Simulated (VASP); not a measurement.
# WC (I4/mmm) in VASP: a series of runs

Runs on WC. Level: PBE. Tasks: single point.

Program: VASP 6.6.1. These are calculated values, not measurements. Logs are shortened: lines on timing, memory, paths and dates and some standing lists are left out, and cuts for length are marked.

## (1) The cell of the first run

It takes space group I4/mmm (No. 139, tetragonal). The conventional cell has a = 3.097 Å, b = 3.097 Å, c = 4.511 Å, α = 90.00°, β = 90.00°, γ = 90.00°. W (site symmetry 4/mmm) has 6 C at 2.19 to 2.26 Å within 2.9 Å. Within 2.9 Å of C (site symmetry 4/mmm) lie 6 W at 2.19 to 2.26 Å.

## (2) Single point, PBE (strain +0.0300 x Voigt [0, 1, 0, 0, 0, 0])

Contents of INCAR:

```
ALGO     = Normal         # electronic algorithm
EDIFF    = 1E-6           # SCF threshold, eV
ENCUT    = 520            # plane-wave cutoff, eV
GGA      = PE             # functional
ISIF     = 2              # what is computed and relaxed
ISMEAR   = 0              # smearing method
LASPH    = T              # aspherical terms in the spheres
LCHARG   = T              # write CHGCAR
LELF     = T              # ELF
LREAL    = F              # projectors in reciprocal space
LVHAR    = T            
LWAVE    = F              # write WAVECAR
NBANDS   = 16             # bands
NELM     = 80             # most SCF steps
PREC     = Accurate       # precision mode
SIGMA    = 0.15           # smearing width, eV
```

Contents of KPOINTS:

```
k-points
0
Gamma
  24 24 24
```

Contents of POSCAR:

```
WC
1.0
    0.0000000000      2.2557111834      2.1900108577
    2.1900108577      0.0000000000      2.1900108577
    2.1900108577      2.2557111834      0.0000000000
W C
1 1
Direct
    0.0000000000      0.0000000000      0.0000000000
    0.5000000000      0.5000000000      0.5000000000
```

Potentials or basis: VASP PAW PBE potentials, release 64 (W_sv, C).

Command:

```
> cat potpaw_PBE.64/W_sv/POTCAR potpaw_PBE.64/C/POTCAR > POTCAR
> mpirun -np 1 vasp_std > vasp.out
```

OUTCAR:

```text
EDIFF = 1E-6
   ENCUT = 520
   GGA = PE
   ISIF = 2
   ISMEAR = 0
   LASPH = T
   LREAL = F
   NELM = 80
   PREC = Accurate

 ion  position               nearest neighbor table
   1  0.000  0.000  0.000-   2 2.19   2 2.19   2 2.19   2 2.19   2 2.26   2 2.26
   2  0.500  0.500  0.500-   1 2.19   1 2.19   1 2.19   1 2.19   1 2.26   1 2.26

  LATTYP: Found a body centered tetragonal cell.
 ALAT       =     3.0971430567
 C/A-ratio  =     1.4566399692

  Lattice vectors:

 A1 = (   0.0000000000,  -2.2557111834,   2.1900108577)
 A2 = (   0.0000000000,  -2.2557111834,  -2.1900108577)
 A3 = (   2.1900108577,   2.2557111834,   0.0000000000)

Analysis of symmetry for initial positions (statically):
=====================================================================
 Subroutine PRICEL returns:
 Original cell was already a primitive cell.

 Routine SETGRP: Setting up the symmetry group for a
 body centered tetragonal supercell.

 Subroutine GETGRP returns: Found 16 space group operations
 (whereof 16 operations were pure point group operations)
 out of a pool of 16 trial point group operations.

The static configuration has the point symmetry D_4h.

Analysis of symmetry for dynamics (positions and initial velocities):
=====================================================================
 Subroutine PRICEL returns:
 Original cell was already a primitive cell.

 Routine SETGRP: Setting up the symmetry group for a
 body centered tetragonal supercell.

 Subroutine GETGRP returns: Found 16 space group operations
 (whereof 16 operations were pure point group operations)
 out of a pool of 16 trial point group operations.

The dynamic configuration has the point symmetry D_4h.

 Subroutine INISYM returns: Found 16 space group operations
 (whereof 16 operations are pure point group operations),
 and found     1 'primitive' translations

----------------------------------------------------------------------------------------

                                     Primitive cell

  volume of cell :      21.6374

  direct lattice vectors                    reciprocal lattice vectors
     0.000000000  2.255711183  2.190010858    -0.228309370  0.221659583  0.228309370
     2.190010858  0.000000000  2.190010858     0.228309370 -0.221659583  0.228309370
     2.190010858  2.255711183  0.000000000     0.228309370  0.221659583 -0.228309370

  length of vectors
     3.143943463  3.097143057  3.143943463     0.391641811  0.391641811  0.391641811

  position of ions in fractional coordinates (direct lattice)
     0.000000000  0.000000000  0.000000000
     0.500000000  0.500000000  0.500000000

  ion indices of the primitive-cell ions
   primitive index   ion index
                 1           1
                 2           2

----------------------------------------------------------------------------------------

 KPOINTS: k-points

Automatic generation of k-mesh.
 Grid dimensions read from file:
 generate k-points for:   24   24   24

 Generating k-lattice:

  Cartesian coordinates                     Fractional coordinates (reciprocal lattice)
    -0.009512890  0.009235816  0.009512890     0.041666667  0.000000000  0.000000000
     0.009512890 -0.009235816  0.009512890     0.000000000  0.041666667  0.000000000
     0.009512890  0.009235816 -0.009512890     0.000000000  0.000000000  0.041666667

  Length of vectors
     0.016318409  0.016318409  0.016318409

  Shift w.r.t. Gamma in fractional coordinates (k-lattice)
     0.000000000  0.000000000  0.000000000

 Subroutine IBZKPT returns following result:
 ===========================================

 Found   1063 irreducible k-points:

 Following reciprocal coordinates:
            Coordinates               Weight
  0.000000  0.000000  0.000000      1.000000
  0.041667  0.000000 -0.000000      8.000000
  0.083333  0.000000 -0.000000      8.000000
  0.125000  0.000000  0.000000      8.000000
  0.166667  0.000000 -0.000000      8.000000
  0.208333  0.000000  0.000000      8.000000
[... 16 lines left out ...]
  0.416667  0.041667  0.000000     16.000000
  0.458333  0.041667  0.000000     16.000000
 [... further k-points ...]
   k-points           NKPTS =   1063   k-points in BZ     NKDIM =   1063   number of bands    NBANDS=     16
   number of dos      NEDOS =    301   number of ions     NIONS =      2
   total plane-waves  NPLWV =  13824
   dimension x,y,z NGX =    24 NGY =   24 NGZ =   24
   dimension x,y,z NGXF=    48 NGYF=   48 NGZF=   48
   ions per type =               1   1
   NGX,Y,Z   is equivalent  to a cutoff of  12.69, 12.88, 12.69 a.u.
   NGXF,Y,Z  is equivalent  to a cutoff of  25.38, 25.77, 25.38 a.u.
 SYSTEM =  unknown system
   PREC   = accura    normal or accurate (medium, high low for compatibility)
   ISTART =      0    job   : 0-new  1-cont  2-samecut
   ICHARG =      2    charge: 1-file 2-atom 10-const
   ISPIN  =      1    spin polarized calculation?
   LNONCOLLINEAR =      F non collinear calculations
   LSORBIT =      F    spin-orbit coupling
   LASPH  =      T    aspherical Exc in radial PAW
   ENCUT  =  520.0 eV  38.22 Ry    6.18 a.u.   5.85  5.76  5.85*2*pi/ulx,y,z
   NELM   =     80;   NELMIN=  2; NELMDL= -5     # of ELM steps
   EDIFF  = 0.1E-05   stopping-criterion for ELM
   LREAL  =      F    real-space projection
   EDIFFG = 0.1E-04   stopping-criterion for IOM
   NSW    =      0    number of steps for IOM
   IBRION =     -1    ionic relax: 0-MD 1-quasi-New 2-CG
   NFREE  =      0    steps in history (QN), initial steepest desc. (CG)
   ISIF   =      2    stress and relaxation
   ISYM   =      2    0-nonsym 1-usesym 2-fastsym
   POTIM  = 0.5000    time-step for ionic-motion
   TEBEG  =    0.0;   TEEND  =   0.0 temperature during run
   PSTRESS=    0.0 pullay stress
   NELECT =      18.0000    total number of electrons
   NUPDOWN=      -1.0000    fix difference up-down
   EMIN   =  10.00;   EMAX   =-10.00  energy-range for DOS
   EFERMI =   0.00;   METHOD = LEGACY
   ISMEAR =     0;   SIGMA  =   0.15  broadening in eV -4-tet -1-fermi 0-gaus
   EFERMI_NEDOS =   21; number of points for ismear=-14 and -15
   IALGO  =     38    algorithm
   IMIX   =      4    mixing-type and parameters
     AMIX     =   0.40;   BMIX     =  1.00
     AMIX_MAG =   1.60;   BMIX_MAG =  1.00
  volume/ion in A,a.u.               =      10.82        73.01
  Fermi-wavevector in a.u.,A,eV,Ry     =   1.539679  2.909572 32.254147  2.370613
  Thomas-Fermi vector in A             =   2.645873
   LORBIT       =      0    0 simple, 1 ext, 2 COOP (PROOUT), +10 PAW based schemes
   GGA     = PE    functional components
   LHFCALC =     F    Hartree Fock is set to
   AEXX    =    0.0000 exact exchange contribution
   IVDW    =     0    specifies the selected vdW correction
   LEPSILON=     F    determine dielectric tensor
   LRPA    =     F    only Hartree local field effects (RPA)
 non-spin polarized calculation
 Gauss-broadening in eV      SIGMA  =   0.15
  energy-cutoff  :      520.00
  volume of cell :       21.64
 maximum number of plane-waves:       604
   NGX = 11   NGY = 11   NGZ = 11

 number of electron      18.0000003 magnetization

 Free energy of the ion-electron system (eV)
  ---------------------------------------------------
  ext. energy  EPLUGINS =         0.00000000
  ---------------------------------------------------
  free energy    TOTEN  =       -21.52478409 eV

  energy without entropy =      -21.51276581  energy(sigma->0) =      -21.51877495

 E-fermi :  11.9925     XC(G=0): -13.5696

 val. band max:       11.9898726647   @ k =   0.2500  -0.4583   0.2083
 cond. band min:      11.9946951102   @ k =   0.2917  -0.3750   0.1250
 fundamental gap:      0.0048224455
 Fermi energy:        11.9925410989

 k-point     1 :       0.0000    0.0000    0.0000
  band No.  band energies     occupation
      1     -63.4461      2.00000
      2     -27.4455      2.00000
      3     -27.4412      2.00000
      4     -27.4412      2.00000
      5      -3.5695      2.00000
      6       9.1285      2.00000
[... 8 lines left out ...]
     15      21.7297      0.00000
     16      34.4889      0.00000

 k-point     2 :       0.0417    0.0000   -0.0000
  band No.  band energies     occupation
      1     -63.4456      2.00000
      2     -27.4525      2.00000
      3     -27.4449      2.00000
      4     -27.4420      2.00000
      5      -3.5222      2.00000
      6       9.0443      2.00000
[... 8 lines left out ...]
     15      21.8422      0.00000
     16      33.8678      0.00000

 k-point     3 :       0.0833    0.0000   -0.0000
  band No.  band energies     occupation
      1     -63.4439      2.00000
      2     -27.4796      2.00000
      3     -27.4490      2.00000
      4     -27.4443      2.00000
      5      -3.3817      2.00000
      6       8.6677      2.00000
[... 8 lines left out ...]
     15      22.1665      0.00000
     16      32.6062      0.00000

 k-point     4 :       0.1250    0.0000    0.0000
  band No.  band energies     occupation
      1     -63.4414      2.00000
      2     -27.5231      2.00000
      3     -27.4548      2.00000
      4     -27.4481      2.00000
      5      -3.1522      2.00000
      6       8.0701      2.00000
[... 8 lines left out ...]
     15      22.6597      0.00000
     16      31.2406      0.00000

 k-point     5 :       0.1667    0.0000   -0.0000
  band No.  band energies     occupation
      1     -63.4380      2.00000
      2     -27.5793      2.00000
      3     -27.4623      2.00000
      4     -27.4529      2.00000
      5      -2.8403      2.00000
      6       7.3850      2.00000
[... 8 lines left out ...]
     15      23.2359      0.00000
     16      30.0108      0.00000

 k-point     6 :       0.2083    0.0000    0.0000
  band No.  band energies     occupation
      1     -63.4341      2.00000
      2     -27.6442      2.00000
      3     -27.4710      2.00000
      4     -27.4585      2.00000
      5      -2.4549      2.00000
      6       6.6667      2.00000
[... 8 lines left out ...]
     15      23.7480      0.00000
     16      29.1333      0.00000

 k-point     7 :       0.2500    0.0000    0.0000
  band No.  band energies     occupation
      1     -63.4300      2.00000
      2     -27.7131      2.00000
      3     -27.4803      2.00000
      4     -27.4646      2.00000
      5      -2.0066      2.00000
      6       5.9410      2.00000
[... 8 lines left out ...]
     15      24.0483      0.00000
     16      28.5331      0.00000

 k-point     8 :       0.2917    0.0000   -0.0000
  band No.  band energies     occupation
      1     -63.4258      2.00000
      2     -27.7812      2.00000
      3     -27.4896      2.00000
      4     -27.4706      2.00000
      5      -1.5076      2.00000
      6       5.2227      2.00000
[... 8 lines left out ...]
     15      24.2210      0.00000
     16      27.3681      0.00000

 k-point     9 :       0.3333    0.0000    0.0000
  band No.  band energies     occupation
      1     -63.4219      2.00000
      2     -27.8440      2.00000
      3     -27.4983      2.00000
      4     -27.4762      2.00000
      5      -0.9715      2.00000
      6       4.5220      2.00000
[... 8 lines left out ...]
     15      24.4839      0.00000
     16      26.1953      0.00000
[... 172 lines left out ...]
 k-point    19 :       0.2500    0.0417    0.0000
  band No.  band energies     occupation
      1     -63.4309      2.00000
      2     -27.6925      2.00000
      3     -27.4839      2.00000
      4     -27.4629      2.00000
      5      -2.1205      2.00000
      6       6.1057      2.00000
[... 8 lines left out ...]
     15      24.0433      0.00000
     16      28.4841      0.00000

 k-point    20 :       0.2917    0.0417   -0.0000
  band No.  band energies     occupation
      1     -63.4267      2.00000
      2     -27.7605      2.00000
      3     -27.4931      2.00000
      4     -27.4693      2.00000
      5      -1.6409      2.00000
      6       5.4023      2.00000
[... 8 lines left out ...]
     15      24.2201      0.00000
     16      27.5056      0.00000

 k-point    21 :       0.3333    0.0417   -0.0000
  band No.  band energies     occupation
      1     -63.4227      2.00000
      2     -27.8246      2.00000
      3     -27.5015      2.00000
      4     -27.4758      2.00000
      5      -1.1212      2.00000
      6       4.7126      2.00000
[... 8 lines left out ...]
     15      24.4318      0.00000
     16      26.3840      0.00000

 k-point    22 :       0.3750    0.0417   -0.0000
  band No.  band energies     occupation
      1     -63.4192      2.00000
      2     -27.8805      2.00000
      3     -27.5087      2.00000
      4     -27.4818      2.00000
      5      -0.5773      2.00000
      6       4.0462      2.00000
[... 8 lines left out ...]
     15      24.7379      0.00000
     16      25.3900      0.00000

 k-point    23 :       0.4167    0.0417    0.0000
  band No.  band energies     occupation
      1     -63.4164      2.00000
      2     -27.9248      2.00000
      3     -27.5142      2.00000
      4     -27.4869      2.00000
      5      -0.0318      2.00000
      6       3.4182      2.00000
[... 8 lines left out ...]
     15      24.4922      0.00000
     16      24.8628      0.00000

 k-point    24 :       0.4583    0.0417    0.0000
  band No.  band energies     occupation
      1     -63.4145      2.00000
      2     -27.9547      2.00000
      3     -27.5176      2.00000
      4     -27.4908      2.00000
      5       0.4693      2.00000
      6       2.8676      2.00000
[... 8 lines left out ...]
     15      23.8881      0.00000
     16      24.2632      0.00000

 [... further k-points ...]
[... 5 lines left out ...]
  --------------------------------------------------------------------------------------
  -------------------------------------------------------------------------------------
  Total       -0.5753039     -2.3697971     -0.5753039      0.0000000     -0.0000000      0.0000000
  in kB      -42.5992401   -175.4751913    -42.5992401      0.0000000     -0.0000000      0.0000000
  external PRESSURE =     -86.8912238 kB  Pullay stress =       0.0000000 kB

 VOLUME and BASIS-vectors are now :
 -----------------------------------------------------------------------------
  energy-cutoff  :      520.00
  volume of cell :       21.64
      direct lattice vectors                 reciprocal lattice vectors
     0.000000000  2.255711183  2.190010858    -0.228309370  0.221659583  0.228309370
     2.190010858  0.000000000  2.190010858     0.228309370 -0.221659583  0.228309370
     2.190010858  2.255711183  0.000000000     0.228309370  0.221659583 -0.228309370

 POSITION                                       TOTAL-FORCE (eV/Angst)
 -----------------------------------------------------------------------------------
      0.00000      0.00000      0.00000         0.000000      0.000000      0.000000
      2.19001      2.25571      2.19001        -0.000000     -0.000000      0.000000
 -----------------------------------------------------------------------------------
    total drift:                                0.000000     -0.000000     -0.000000

  FREE ENERGIE OF THE ION-ELECTRON SYSTEM (eV)
  ---------------------------------------------------
  free  energy   TOTEN  =       -21.5247840856 eV

  energy  without entropy=      -21.5127658126  energy(sigma->0) =      -21.51877495
```

Wall time 8.1 min (1 thread of AMD EPYC 7R43 (Zen 3), shared host); peak memory 0.41 GiB.

Results:

```
Free energy            : -21.5248 eV
Pressure               : -8.7 GPa
Band gap on the k mesh : zero (band 9 reaches 12.92 eV, above the bottom of band 10 at 10.01 eV)
```

Stress tensor (GPa, compression positive):
```
 -4.26   0.00   0.00
  0.00 -17.55   0.00
  0.00   0.00  -4.26
```

Caveat: the cell differs from its parent crystal (strain +0.0300 x Voigt [0, 1, 0, 0, 0, 0]); spin-orbit coupling is left out, which moves the levels of the heavy elements.

## (3) Single point, PBE (strain +0.0450 x Voigt [0, 1, 0, 0, 0, 0])

Contents of INCAR:

```
SYSTEM = WC
ALGO     = Normal         ! electronic algorithm
EDIFF    = 1E-6           ! SCF threshold, eV
ENCUT    = 520            ! plane-wave cutoff, eV
GGA      = PE             ! functional
ISIF     = 2              ! what is computed and relaxed
ISMEAR   = 0              ! smearing method
LASPH    = .TRUE.         ! aspherical terms in the spheres
LCHARG   = .FALSE.        ! write CHGCAR
LREAL    = .FALSE.        ! projectors in reciprocal space
LWAVE    = .FALSE.        ! write WAVECAR
NBANDS   = 16             ! bands
NELM     = 80             ! most SCF steps
PREC     = Accurate       ! precision mode
SIGMA    = 0.15           ! smearing width, eV
```

Contents of KPOINTS:

```
k-points
0
G
  24 24 24
  0 0 0
```

Contents of POSCAR:

```
WC
1.0
    0.0000000000      2.2885613463      2.1900108577
    2.1900108577      0.0000000000      2.1900108577
    2.1900108577      2.2885613463      0.0000000000
W C
1 1
Direct
    0.0000000000      0.0000000000      0.0000000000
    0.5000000000      0.5000000000      0.5000000000
```

Potentials or basis: VASP PAW PBE potentials, release 64 (W_sv, C).

Command:

```
> cat potpaw_PBE.64/W_sv/POTCAR potpaw_PBE.64/C/POTCAR > POTCAR
> mpirun -np 1 vasp_std > vasp.out
```

It took 6.3 min on 1 thread of AMD EPYC 7R43 (Zen 3), shared host; peak memory 0.41 GiB.

The run converged. Its results:

| Item | Value |
| --- | --- |
| Free energy | -21.4837 eV |
| Pressure | -12.5 GPa |
| Band gap on the k mesh | zero (band 9 reaches 12.63 eV, above the bottom of band 10 at 9.86 eV) |

Stress tensor (GPa, compression positive):
```
 -6.68   0.00   0.00
  0.00 -24.17   0.00
  0.00   0.00  -6.68
```

Levels at points of the mesh, in eV from the Fermi level:
| k point | band 5 | band 6 | band 7 | band 8 | band 9 | band 10 | band 11 | band 12 | band 13 | band 14 |
| --- | --- | --- | --- | --- | --- | --- | --- | --- | --- | --- |
| (0.00, 0.00, 0.00) | -15.43 | -2.91 | -2.39 | -2.39 | -1.22 | -1.06 | -0.91 | -0.91 | -0.66 | 6.19 |
| (0.50, 0.00, 0.00) | -11.09 | -9.42 | -6.32 | -6.25 | 0.85 | 1.15 | 2.23 | 4.86 | 7.78 | 8.90 |
| (0.50, 0.50, 0.00) | -13.22 | -5.43 | -5.30 | -2.51 | -2.47 | 0.78 | 1.88 | 2.37 | 5.32 | 6.75 |
| (0.50, 0.00, 0.50) | -13.31 | -5.74 | -5.42 | -2.21 | -2.21 | 0.77 | 2.11 | 2.11 | 4.64 | 7.10 |

Caveat: the cell differs from its parent crystal (strain +0.0450 x Voigt [0, 1, 0, 0, 0, 0]); spin-orbit coupling is left out, which moves the levels of the heavy elements.

(Part 1 of 2 ends here.)
